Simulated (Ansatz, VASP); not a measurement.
**Two plane-wave programs on AgRh**

File INCAR:

```
SYSTEM = AgRh
PREC = Accurate
ENCUT = 520
EDIFF = 1E-7
ISMEAR = -1
SIGMA = 0.05
LREAL = .FALSE.
LASPH = .TRUE.
NELM = 100
ALGO = Normal
ISIF = 2
LWAVE = .FALSE.
LCHARG = .FALSE.
GGA = PE
NBANDS = 20
```

Contents of KPOINTS:

```
Automatic mesh
0
G
  14 14 7
  0 0 0
```

POSCAR

```
AgRh
1.0
    2.9920661862      0.0000000000      0.0000000000
   -1.4960330931      2.5912053270      0.0000000000
    0.0000000000      0.0000000000      5.1799094797
Ag Rh
1 1
Direct
    0.0000000000      0.0000000000      0.5000000000
    0.6666666667      0.3333333333      0.0000000000
```

Input for Ansatz:

```yaml
crystal:
  lattice:
    - [2.9920661862, 0.0, 0.0]
    - [-1.4960330931, 2.591205327, 0.0]
    - [0.0, 0.0, 5.1799094797]
  atoms:
    - { symbol: Ag, position: [0.0, 0.0, 0.5] }
    - { symbol: Rh, position: [0.6666666667, 0.3333333333, 0.0] }
kpoints:
  mp_grid: { grid: [14, 14, 7] }
scf:
  occupations: { method: fermi_dirac, width: 0.05 }
hamiltonian:
  xc: pbe
  pseudopotentials: { kind: paw }
output:
  forces: true
  stress: true
  eigenvalues: true
```

Change from the starting cell: volume scaled by 1.25, no spin polarisation, PAW files.

Alike in both runs: task single point; functional PBE; k mesh 14 × 14 × 7; occupations fermi-dirac, width 0.05 eV; no spin polarisation.

|  | VASP | Ansatz |
| --- | --- | --- |
| version | VASP 6.6.1 | Ansatz 0.2.0 |
| potentials or method | VASP PAW PBE potentials, release 64 (Ag, Rh_pv) | PAW with Ansatz's default frozen-core files, scalar-relativistic |
| plane-wave cutoff (eV) | 520 | 420 |
| valence electrons in the cell | 26 | 36 |

Ansatz gave:

* pressure (GPa): -19.4
* traceless stress, the component that is largest in VASP (GPa): 1.65

Task: What did VASP give for the same quantities?

Result: Pressure (GPa): -19.4; traceless stress, the component that is largest in VASP (GPa): 1.66.

With one functional, cell and mesh, what is left measures potentials, basis and numerics. VASP's potentials hold 26 valence electrons a cell and Ansatz's 36, so a difference there can come from the potentials and not from the codes.
